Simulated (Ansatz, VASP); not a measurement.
## CdSe in VASP and in Ansatz

Contents of INCAR:

```
PREC = Accurate
ENCUT = 600
EDIFF = 1E-6
ISMEAR = -1
SIGMA = 0.05
LREAL = F
LASPH = T
NELM = 80
ALGO = Normal
ISIF = 3
LWAVE = F
LCHARG = F
GGA = B5
ALDAX = 1.0
AGGAX = 1.0
AGGAC = 1.0
ALDAC = 0.0
IBRION = 2
NSW = 60
EDIFFG = -0.01
```

File KPOINTS:

```
regular mesh
0
Gamma
  7 7 4
```

Contents of POSCAR:

```
CdSe
1.0
    4.3000000000      0.0000000000      0.0000000000
   -2.1500000000      3.7239092363      0.0000000000
    0.0000000000      0.0000000000      7.0200000000
Cd Se
2 2
Direct
    0.6666666667      0.3333333333      0.5000000000
    0.3333333333      0.6666666667      0.0000000000
    0.6666666667      0.3333333333      0.8850000000
    0.3333333333      0.6666666667      0.3850000000
```

input.yaml

```yaml
crystal:
  lattice:
    - [4.3, 0.0, 0.0]
    - [-2.15, 3.7239092363, 0.0]
    - [0.0, 0.0, 7.02]
  atoms:
    - { symbol: Cd, position: [0.6666666667, 0.3333333333, 0.5] }
    - { symbol: Cd, position: [0.3333333333, 0.6666666667, 0.0] }
    - { symbol: Se, position: [0.6666666667, 0.3333333333, 0.885] }
    - { symbol: Se, position: [0.3333333333, 0.6666666667, 0.385] }
hamiltonian:
  xc: blyp
  pseudopotentials: { kind: paw }
kpoints:
  mp_grid: { grid: [7, 7, 4] }
scf:
  occupations: { method: fermi_dirac, width: 0.05 }
output:
  forces: true
  stress: true
relax:
  f_tol: 0.01
  max_steps: 40
  cell: { stress_tol: 0.05 }
```

Alike in both runs: task relaxation of cell and atoms; functional BLYP; k mesh 7 × 7 × 4; occupations fermi-dirac, width 0.05 eV; no spin polarisation.

```csv
,VASP,Ansatz
version,VASP 6.6.1,Ansatz 0.2.0
potentials or method,"VASP PAW PBE potentials, release 64 (Cd, Se)",Ansatz PAW
plane-wave cutoff (eV),600,420
valence electrons in the cell,36,72
```

|  | VASP | Ansatz | Ansatz less VASP |
| --- | --- | --- | --- |
| relaxed volume (Å³/atom) | 31.77 | 31.58 | -0.184 |
| relaxed cell length with the largest relative difference (Å) | 7.322 | 7.308 | -0.0142 |

VASP's potentials were made for PBE, not for BLYP. VASP's potentials hold 36 valence electrons a cell and Ansatz's 72, so a difference there can come from the potentials and not from the codes.

Noted on Ansatz's run: the plane-wave basis is chosen anew once the cell has moved, so the energies of steps on either side of that aren't comparable.
